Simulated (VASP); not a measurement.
# LiC3 (P6_3/m) in VASP: relaxation of cell and atoms with PBE

Aim: the relaxation of cell and atoms of LiC3 with PBE.

Everything below comes from runs of VASP 6.6.1. Logs are shortened: lines on timing, memory, paths and dates and some standing lists are left out, and cuts for length are marked.

## 1. The cell of the first run

Symmetry: P6_3/m, No. 176, hexagonal system. The conventional cell has a = 4.502 Å, b = 4.502 Å, c = 7.142 Å, α = 90.00°, β = 90.00°, γ = 120.00°. Within 2.8 Å of Li (site symmetry -6) lie 6 C at 2.15 to 2.47 Å. Within 1.9 Å of C (site symmetry m) lie 2 C at 1.41 Å.

## 2. Relaxation of cell and atoms, PBE

INCAR reads:

```
SYSTEM = LiC3
PREC = Accurate
ENCUT = 600
EDIFF = 1E-6
ISMEAR = 0
SIGMA = 0.1
LREAL = .False.
LASPH = .True.
NELM = 100
ALGO = Normal
ISIF = 3
LWAVE = .False.
LCHARG = .False.
GGA = PE
IBRION = 2
NSW = 100
EDIFFG = -0.01
```

KPOINTS reads:

```
regular mesh
0
Gamma
  12 12 6
  0 0 0
```

POSCAR reads:

```
LiC3
1.0
    4.5023608286      0.0000000000      0.0000000000
   -2.2511804143      3.8991588545      0.0000000000
    0.0000000000      0.0000000000      7.1417304474
Li C
2 6
Direct
    0.3333333333      0.6666666667      0.2500000000
    0.6666666667      0.3333333333      0.7500000000
    0.8054977099      0.2684594855      0.2500000000
    0.5370382244      0.8054977099      0.7500000000
    0.7315405145      0.5370382244      0.2500000000
    0.1945022901      0.7315405145      0.7500000000
    0.4629617756      0.1945022901      0.2500000000
    0.2684594855      0.4629617756      0.7500000000
```

Potentials or basis: VASP PAW PBE potentials, release 64 (Li_sv, C).

Started as:

```console
$ cat potpaw_PBE.64/Li_sv/POTCAR potpaw_PBE.64/C/POTCAR > POTCAR
$ mpirun -np 1 vasp_std > vasp.out
```

OUTCAR:

```text
SYSTEM = LiC3
   PREC = Accurate
   ENCUT = 600
   EDIFF = 1E-6
   ISMEAR = 0
   LREAL = .False.
   LASPH = .True.
   NELM = 100
   ISIF = 3
   GGA = PE
   IBRION = 2
   NSW = 100
   EDIFFG = -0.01

 ion  position               nearest neighbor table
   1  0.333  0.667  0.250-   7 2.15   3 2.15   5 2.15
   2  0.667  0.333  0.750-   4 2.15   6 2.15   8 2.15
   3  0.805  0.268  0.250-   5 1.41   7 1.41   1 2.15
   4  0.537  0.805  0.750-   8 1.41   6 1.41   2 2.15
   5  0.732  0.537  0.250-   7 1.41   3 1.41   1 2.15
   6  0.195  0.732  0.750-   8 1.41   4 1.41   2 2.15
   7  0.463  0.195  0.250-   5 1.41   3 1.41   1 2.15
   8  0.268  0.463  0.750-   4 1.41   6 1.41   2 2.15

  LATTYP: Found a hexagonal cell.
 ALAT       =     4.5023608286
 C/A-ratio  =     1.5862190347

  Lattice vectors:

 A1 = (   4.5023608286,   0.0000000000,   0.0000000000)
 A2 = (  -2.2511804143,   3.8991588545,   0.0000000000)
 A3 = (   0.0000000000,   0.0000000000,   7.1417304474)

Analysis of symmetry for initial positions (statically):
=====================================================================
 Subroutine PRICEL returns:
 Original cell was already a primitive cell.

 Routine SETGRP: Setting up the symmetry group for a
 hexagonal supercell.

 Subroutine GETGRP returns: Found 12 space group operations
 (whereof  6 operations were pure point group operations)
 out of a pool of 24 trial point group operations.

The static configuration has the point symmetry S_6 .
 The point group associated with its full space group is C_6h.

Analysis of symmetry for dynamics (positions and initial velocities):
=====================================================================
 Subroutine PRICEL returns:
 Original cell was already a primitive cell.

 Routine SETGRP: Setting up the symmetry group for a
 hexagonal supercell.

 Subroutine GETGRP returns: Found 12 space group operations
 (whereof  6 operations were pure point group operations)
 out of a pool of 24 trial point group operations.

The dynamic configuration has the point symmetry S_6 .
 The point group associated with its full space group is C_6h.

 Subroutine INISYM returns: Found 12 space group operations
 (whereof  6 operations are pure point group operations),
 and found     1 'primitive' translations

----------------------------------------------------------------------------------------

                                     Primitive cell

  volume of cell :     125.3761

  direct lattice vectors                    reciprocal lattice vectors
     4.502360829  0.000000000  0.000000000     0.222105699  0.128232785  0.000000000
[... 115 lines left out ...]
   IALGO  =     38    algorithm
   IMIX   =      4    mixing-type and parameters
     AMIX     =   0.40;   BMIX     =  1.00
     AMIX_MAG =   1.60;   BMIX_MAG =  1.00
  volume/ion in A,a.u.               =      15.67       105.76
  Fermi-wavevector in a.u.,A,eV,Ry     =   1.016351  1.920625 14.054399  1.032969
  Thomas-Fermi vector in A             =   2.149690
   LORBIT       =      0    0 simple, 1 ext, 2 COOP (PROOUT), +10 PAW based schemes
   GGA     = PE    functional components
   LHFCALC =     F    Hartree Fock is set to
   AEXX    =    0.0000 exact exchange contribution
   IVDW    =     0    specifies the selected vdW correction
   LEPSILON=     F    determine dielectric tensor
   LRPA    =     F    only Hartree local field effects (RPA)
 conjugate gradient relaxation of ions
 non-spin polarized calculation
 Gauss-broadening in eV      SIGMA  =   0.10
  energy-cutoff  :      600.00
  volume of cell :      125.38
 maximum number of plane-waves:      4215
   NGX = 17   NGY = 17   NGZ = 29

--------------------------------------- Ionic step        1  -------------------------------------------

 number of electron      29.9999996 magnetization

 Free energy of the ion-electron system (eV)
  ---------------------------------------------------
  ext. energy  EPLUGINS =         0.00000000
  ---------------------------------------------------
  free energy    TOTEN  =       -46.47349987 eV

  energy without entropy =      -46.45140437  energy(sigma->0) =      -46.46245212

------------------------ aborting loop because EDIFF is reached ----------------------------------------

  FORCE on cell =-STRESS in cart. coord.  units (eV):
  Direction    XX          YY          ZZ          XY          YZ          ZX
  --------------------------------------------------------------------------------------
  -------------------------------------------------------------------------------------
  Total        0.2740565      0.2740565     -0.1039463      0.0000011      0.0000000      0.0000000
  in kB        3.5021607      3.5021607     -1.3283270      0.0000144      0.0000000      0.0000000
  external PRESSURE =       1.8919981 kB  Pullay stress =       0.0000000 kB
[... 107 lines left out ...]
  FREE ENERGIE OF THE ION-ELECTRON SYSTEM (eV)
  ---------------------------------------------------
  free  energy   TOTEN  =       -46.4744575602 eV

  energy  without entropy=      -46.4524341916  energy(sigma->0) =      -46.46344588

 E-fermi :  -0.0321     XC(G=0):  -7.6316

 val. band max:       -0.0337202567   @ k =  -0.2500   0.4167   0.5000
 cond. band min:      -0.0319870121   @ k =  -0.3333   0.4167  -0.3333
 fundamental gap:      0.0017332446
 Fermi energy:        -0.0320883807

 k-point     1 :       0.0000    0.0000    0.0000
  band No.  band energies     occupation
      1     -45.1433      2.00000
      2     -45.1432      2.00000
      3     -18.1596      2.00000
      4     -18.1012      2.00000
      5      -6.9467      2.00000
      6      -6.9467      2.00000
[... 541 lines left out ...]
     19       2.9114      0.00000
     20       3.6341      0.00000

 [... further k-points ...]

[... ionic steps 4 to 27 ...]

--------------------------------------- Ionic step       28  -------------------------------------------

 number of electron      30.0000011 magnetization

------------------------ aborting loop because EDIFF is reached ----------------------------------------
[... 79 lines left out ...]
--------------------------------------- Ionic step       30  -------------------------------------------

 number of electron      30.0000012 magnetization

 Free energy of the ion-electron system (eV)
  ---------------------------------------------------
  ext. energy  EPLUGINS =         0.00000000
  ---------------------------------------------------
  free energy    TOTEN  =       -46.48041138 eV

  energy without entropy =      -46.46221470  energy(sigma->0) =      -46.47131304

 E-fermi :   0.4904     XC(G=0):  -8.0525

 val. band max:        0.4886294945   @ k =   0.2500   0.1667   0.5000
 cond. band min:       0.4905901631   @ k =  -0.2500   0.4167   0.5000
 fundamental gap:      0.0019606686
 Fermi energy:         0.4903817033

 k-point     1 :       0.0000    0.0000    0.0000
  band No.  band energies     occupation
      1     -44.7816      2.00000
      2     -44.7813      2.00000
      3     -17.7956      2.00000
      4     -17.6970      2.00000
      5      -6.5823      2.00000
      6      -6.5823      2.00000
[... 578 lines left out ...]
  FREE ENERGIE OF THE ION-ELECTRON SYSTEM (eV)
  ---------------------------------------------------
  free  energy   TOTEN  =       -46.4804113832 eV

  energy  without entropy=      -46.4622146950  energy(sigma->0) =      -46.47131304

 reached required accuracy - stopping structural energy minimisation
```

OSZICAR:

```text
N       E                     dE             d eps       ncg     rms          rms(c)
DAV:   1     0.179019146858E+03    0.17902E+03   -0.14687E+04  4160   0.154E+03
[... 237 lines left out ...]
       N       E                     dE             d eps       ncg     rms          rms(c)
DAV:   1    -0.464812535581E+02   -0.86004E-03   -0.78839E-02  4160   0.213E+00    0.156E-01
DAV:   2    -0.464806378213E+02    0.61574E-03   -0.18804E-03  5824   0.285E-01    0.878E-02
DAV:   3    -0.464804239856E+02    0.21384E-03   -0.90721E-04  4512   0.165E-01    0.244E-02
DAV:   4    -0.464804140854E+02    0.99002E-05   -0.94995E-05  4260   0.570E-02    0.106E-02
DAV:   5    -0.464804111730E+02    0.29124E-05   -0.76459E-06  4792   0.175E-02    0.216E-03
DAV:   6    -0.464804113832E+02   -0.21018E-06   -0.60005E-07  2080   0.566E-03
  30 F= -.46480411E+02 E0= -.46471313E+02  d E =-.973416E-04
```

CONTCAR:

```text
LiC3
   1.00000000000000
     4.4552851751760096   -0.0000037194014056   -0.0000000000000000
    -2.2276393664919003    3.8583920024380327    0.0000000000000000
     0.0000000000000000    0.0000000000000000    6.6190334941802771
  Li              C
     2     6
Direct
     0.3333333332999970    0.6666666667000030    0.2500000000000000
     0.6666666667000030    0.3333333332999970    0.7500000000000000
     0.7947305470595827    0.2522876988636702    0.2500000000000000
     0.5424428481959146    0.7947305470595823    0.7500000000000000
     0.7477123011363319    0.5424428481959130    0.2500000000000000
     0.2052694529404171    0.7477123011363305    0.7500000000000000
     0.4575571518040853    0.2052694529404172    0.2500000000000000
     0.2522876988636684    0.4575571518040871    0.7500000000000000

  0.00000000E+00  0.00000000E+00  0.00000000E+00
  0.00000000E+00  0.00000000E+00  0.00000000E+00
  0.00000000E+00  0.00000000E+00  0.00000000E+00
  0.00000000E+00  0.00000000E+00  0.00000000E+00
  0.00000000E+00  0.00000000E+00  0.00000000E+00
  0.00000000E+00  0.00000000E+00  0.00000000E+00
  0.00000000E+00  0.00000000E+00  0.00000000E+00
  0.00000000E+00  0.00000000E+00  0.00000000E+00
```

It took 79 min on 1 thread of Intel Xeon 8259CL, shared host; peak memory 0.45 GiB.

Results:

```yaml
Free_energy: -46.4804 eV
Relaxed_volume: 14.22 Å³/atom
Relaxed_cell: a = 4.455 Å, b = 4.455 Å, c = 6.619 Å, α = 90.00°, β = 90.00°, γ = 120.00°
Space_group_after_relaxing_to_0.1_Å: P6_3/m (No. 176)
Energy_gained_by_relaxing: 0.9 meV/atom
Ionic_steps: 30
Pressure_after_relaxing: 0.0 GPa
Largest_force_after_relaxing: 0.009 eV/Å
Band_gap_on_the_k_mesh: zero (bands 15 and 16 overlap by 1.34 eV)
```

Forces in eV/Å, atoms in the order of the input:
```
Li   0.000  0.000  0.000
Li   0.000  0.000  0.000
C    0.003  0.008  0.000
C   -0.006  0.006  0.000
C   -0.009 -0.002  0.000
C   -0.003 -0.008  0.000
C    0.006 -0.006  0.000
C    0.009  0.002  0.000
```

The path:
```tsv
step	energy change (eV)	largest force (eV/Å)	pressure (GPa)	volume (Å³)
1	0.0000	0.1865	0.19	125.38
2	0.0199	0.7944	-1.82	125.71
3	-0.0010	0.0080	-0.17	125.43
4	-0.0012	0.0074	-0.14	125.19
5	-0.0016	0.0147	-0.02	124.44
6	-0.0018	0.0148	-0.02	124.27
7	-0.0023	0.0165	-0.04	123.74
8	-0.0032	0.0285	-0.07	122.70
9	-0.0047	0.0711	-0.16	120.63
10	-0.0053	0.2102	-0.40	116.51
11	-0.0055	0.1418	-0.28	118.25
12	-0.0055	0.1398	-0.28	118.22
13	-0.0056	0.1323	-0.27	118.13
14	-0.0058	0.1179	-0.23	117.96
15	-0.0060	0.0896	-0.16	117.63
16	-0.0064	0.0338	-0.02	116.95
17	-0.0064	0.0734	0.26	115.61
18	-0.0065	0.0181	0.11	116.31
19	-0.0065	0.0167	0.10	116.23
20	-0.0066	0.0102	0.09	115.97
21	-0.0067	0.0046	0.07	115.46
22	-0.0067	0.0336	0.01	114.44
23	-0.0067	0.0220	0.03	114.81
24	-0.0068	0.0075	0.05	114.66
25	-0.0068	0.0412	0.14	114.19
26	-0.0068	0.0229	0.11	114.38
27	-0.0068	0.0203	0.09	114.30
28	-0.0069	0.0124	0.05	114.05
29	-0.0069	0.0144	-0.03	113.55
30	-0.0069	0.0089	0.01	113.78
```

Final structure:
```
Li C
1.0
     4.45529    0.00000    0.00000
    -2.22764    3.85839    0.00000
     0.00000    0.00000    6.61903
Li C
2 6
Cartesian
  0.0000 2.5723 1.6548
  2.2276 1.2861 4.9643
  2.9787 0.9734 1.6548
  0.6464 3.0664 4.9643
  2.1229 2.0930 1.6548
  -0.7511 2.8850 4.9643
  1.5813 0.7920 1.6548
  0.1047 1.7654 4.9643
```

Caveat: the cutoff is under 1.25 times the usual one of these potentials, so pressure, stress and relaxed cells hold a basis-set (Pulay) error.
